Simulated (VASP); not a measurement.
Here is a VASP 6.6.1 calculation.

The input INCAR:

```
  PREC = Accurate
  ENCUT = 520
  EDIFF = 1E-6
  ISMEAR = 0
  SIGMA = 0.15
  LREAL = F
  LASPH = T
  NELM = 100
  ALGO = Fast
  ISIF = 2
  LWAVE = F
  LCHARG = T
  GGA = PS
  LELF = T
  LVHAR = T
  NBANDS = 12
```

File KPOINTS:

```
Automatic mesh
0
Gamma
  20 20 20
```

File POSCAR:

```
Ti
1.0
   -1.5097200000      1.5097200000      1.6410000000
    1.5097200000     -1.5097200000      1.6410000000
    1.5097200000      1.5097200000     -1.6410000000
Ti
1
Direct
    0.0000000000      0.0000000000      0.0000000000
```

Potentials or basis: VASP PAW PBE potentials, release 64 (Ti_sv).

Launch:

```console
$ cat potpaw_PBE.64/Ti_sv/POTCAR > POTCAR
$ mpirun -np 1 vasp_std > vasp.out
```

Question: What does it give for the band gap on the k mesh?

Answer: Zero (bands 6 and 7 overlap by 1.81 eV).

Question: Predict the pressure.

Answer: 13.1 GPa.

Stress tensor (GPa, compression positive):
```
12.92  0.00  0.00
 0.00 12.92  0.00
 0.00  0.00 13.59
```

Caveat: the cell differs from its parent crystal (strain -0.080 along x and y, +0.000 along z); the cell stands under pressure; the PAW data sets were made with another functional, which shifts forces and pressure a little.
